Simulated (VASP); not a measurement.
Set up this calculation in VASP 6.6.1, as the native input.

| Property | Result |
| --- | --- |
| Task | single point |
| Functional | PBE |
| Potentials or basis | VASP PAW PBE potentials, release 64 (K_sv, B, F) |
| Cutoff | 520 eV |
| k mesh | 6 × 6 × 2 |
| Occupations | gaussian, width 0.1 eV |
| Spin | collinear spin |
| Starting moments | [0.0, 0.0, 0.0, 0.0, 0.0, 0.0, 1.0] μB |
| Dipole correction | no |
| Further INCAR settings | ALGO = Normal; EDIFF = 1e-06; NBANDS = 28 |

The structure of KB5F lies in POSCAR:

```
KB5F
1.0
    3.1034090487      0.0000000000      0.0000000000
    0.0000000000      3.1034090487      0.0000000000
    0.0000000000      0.0000000000      8.4774162129
K B F
1 5 1
Direct
    0.0000000000      0.0000000000      0.0000000000
    0.5000000000      0.5000000000      0.0000000000
    0.0000000000      0.5000000000      0.2801078620
    0.0000000000      0.5000000000      0.7198921380
    0.5000000000      0.0000000000      0.7198921380
    0.5000000000      0.0000000000      0.2801078620
    0.5000000000      0.5000000000      0.5000000000
```

The cell was built from a structure type or drawn by symmetry, and may not be a known phase.

These files were run (other wordings do the same):

INCAR

```
PREC = Accurate
ENCUT = 520
EDIFF = 1E-6
ISMEAR = 0
SIGMA = 0.1
LREAL = False
LASPH = True
NELM = 150
ALGO = Normal
ISIF = 2
LWAVE = False
LCHARG = False
ISPIN = 2
MAGMOM = 0 0 0 0 0 0 1
LORBIT = 11
GGA = PE
NBANDS = 28
```

KPOINTS

```
regular mesh
0
Gamma
  6 6 2
```

Potentials or basis: VASP PAW PBE potentials, release 64 (K_sv, B, F).

Launch:

```bash
$ cat potpaw_PBE.64/K_sv/POTCAR potpaw_PBE.64/B/POTCAR potpaw_PBE.64/F/POTCAR > POTCAR
$ mpirun -np 1 vasp_std > vasp.out
```

Results of the run:

| Quantity | Value |
| --- | --- |
| Pressure | 0.4 GPa |
| Largest force | 0.013 eV/Å |
| Net moment | 0.00 μB per cell |
| Valence electrons inside the program's atomic spheres | K 7.93; B 1.63, 1.43 (each value once); F 5.96 |

Caveat: the k points lie up to 0.37 Å⁻¹ apart.

Run time: 42 s on 1 thread of Intel(R) Xeon(R) 6975P-C (Granite Rapids), with other jobs on the host, peak memory 0.25 GiB.
